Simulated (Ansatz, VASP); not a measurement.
# ScInSbP3: VASP beside Ansatz

File INCAR:

```
ALGO     = Normal         # electronic algorithm
EDIFF    = 1E-6           # SCF threshold, eV
ENCUT    = 520            # plane-wave cutoff, eV
GGA      = PE             # functional
ISIF     = 2              # what is computed and relaxed
ISMEAR   = 0              # smearing method
ISPIN    = 2              # spin polarisation
LASPH    = T              # aspherical terms in the spheres
LCHARG   = F              # write CHGCAR
LMAXMIX  = 4              # l up to which the mixer works
LORBIT   = 11             # projections on sites
LREAL    = F              # projectors in reciprocal space
LWAVE    = F              # write WAVECAR
MAGMOM   = 1 0 0 0 0 0    # initial moments
NBANDS   = 35             # bands
NELM     = 150            # most SCF steps
PREC     = Accurate       # precision mode
SIGMA    = 0.1            # smearing width, eV
```

The input KPOINTS:

```
k-points
0
Gamma
  6 6 4
```

The input POSCAR:

```
ScInSbP3
1.0
    5.3546042349      0.0000000000      0.0000000000
   -2.6773021174      4.6372232946      0.0000000000
    0.0000000000      0.0000000000      5.6363386632
Sc In Sb P
1 1 1 3
Direct
    0.6666666667      0.3333333333      0.0000000000
    0.3333333333      0.6666666667      0.5000000000
    0.0000000000      0.0000000000      0.5000000000
    0.1503806416      0.8496193584      0.0000000000
    0.1503806416      0.3007612832      0.0000000000
    0.6992387168      0.8496193584      0.0000000000
```

Input for Ansatz:

```yaml
crystal:
  lattice:
    - [5.3546042349, 0.0, 0.0]
    - [-2.6773021174, 4.6372232946, 0.0]
    - [0.0, 0.0, 5.6363386632]
  atoms:
    - { symbol: Sc, position: [0.6666666667, 0.3333333333, 0.0], spin: 1.0 }
    - { symbol: In, position: [0.3333333333, 0.6666666667, 0.5] }
    - { symbol: Sb, position: [0.0, 0.0, 0.5] }
    - { symbol: P, position: [0.1503806416, 0.8496193584, 0.0] }
    - { symbol: P, position: [0.1503806416, 0.3007612832, 0.0] }
    - { symbol: P, position: [0.6992387168, 0.8496193584, 0.0] }
basis:
  ecutwfc: 420
kpoints:
  mp_grid: { grid: [6, 6, 4] }
hamiltonian:
  xc: pbe
scf:
  occupations: { method: gaussian, width: 0.1 }
  lower_state_search: "off"
output:
  forces: true
  stress: true
  eigenvalues: true
  populations: true
magnetization:
  spin_polarized: true
```

Alike in both runs: task single point; functional PBE; k mesh 6 × 6 × 4; occupations gaussian, width 0.1 eV; collinear spin.

|  | VASP | Ansatz |
| --- | --- | --- |
| version | VASP 6.6.1 | Ansatz 0.2.0 |
| potentials or method | VASP PAW PBE potentials, release 64 (Sc_sv, In_d, Sb, P), cutoff 520 eV | scalar-relativistic, plane waves, PAW |
| valence electrons in the cell | 44 | 54 |

Ansatz gave:

* gap on the k mesh at the Fermi level (eV): none
* pressure (GPa): -0.1
* traceless stress, the component that is largest in VASP (GPa): -0.13
* rms of the force components (eV/Å): 0.009
* net moment per atom (μB): 0.00

Estimate VASP's values.

gap on the k mesh at the Fermi level (eV): none; pressure (GPa): -0.1; traceless stress, the component that is largest in VASP (GPa): -0.17; rms of the force components (eV/Å): 0.030; net moment per atom (μB): 0.00.

Atom by atom the forces differ by 0.020 eV/Å (rms over components). A gap of «none» marks a metal or a gap that the smearing closes. With one functional, cell and mesh, what is left measures potentials, basis and numerics. VASP's potentials hold 44 valence electrons a cell and Ansatz's 54, so a difference there can come from the potentials and not from the codes. Ansatz's warnings: seeded moment not kept.

Spin-orbit coupling is off throughout.
